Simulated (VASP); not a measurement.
**Ge5As: single point with PBE**

Ge5As:

```
Ge As
1.0
     3.22386    1.86130    3.87128
    -3.22386    1.86130    3.87128
     0.00000   -3.72259    3.87128
Ge As
5 1
Direct
  0.18108 0.18108 0.18108
  0.81892 0.81892 0.81892
  0.00000 0.00000 0.50000
  0.50000 0.00000 0.00000
  0.00000 0.50000 0.00000
  0.00000 0.00000 0.00000
```

* Program: VASP 6.6.1
* Task: single point
* Functional: PBE
* Potentials or basis: VASP PAW PBE potentials, release 64 (Ge_d, As)
* Cutoff: 520 eV
* k mesh: 3 × 3 × 3
* Occupations: gaussian, width 0.1 eV
* Spin: no spin polarisation

| Property | Result |
| --- | --- |
| Pressure | 80.1 GPa |
| Largest force | 11.557 eV/Å |

Forces on the atoms (eV/Å):
```
Ge    0.000   0.000  11.557
Ge    0.000   0.000 -11.557
Ge    0.000   0.000   0.000
Ge    0.000   0.000   0.000
Ge    0.000   0.000   0.000
As    0.000   0.000   0.000
```

Stress tensor (GPa, compression positive):
```
99.90  0.00  0.00
 0.00 99.90  0.00
 0.00  0.00 40.58
```

Levels at points of the mesh, in eV from the Fermi level:
```csv
k point,band 34,band 35,band 36,band 37,band 38,band 39,band 40,band 41
"(0.00, 0.00, 0.00)",-3.69,-3.69,-0.83,0.11,0.11,0.66,2.32,3.24
```

It took 42 s on 1 thread of Intel(R) Xeon(R) Platinum 8488C (Sapphire Rapids), with other jobs on the host, peak memory 0.24 GiB.

Caveat: the k points lie up to 0.42 Å⁻¹ apart; forces of over 1 eV/Å act on the atoms, so gaps and moduli don't describe the material at rest.
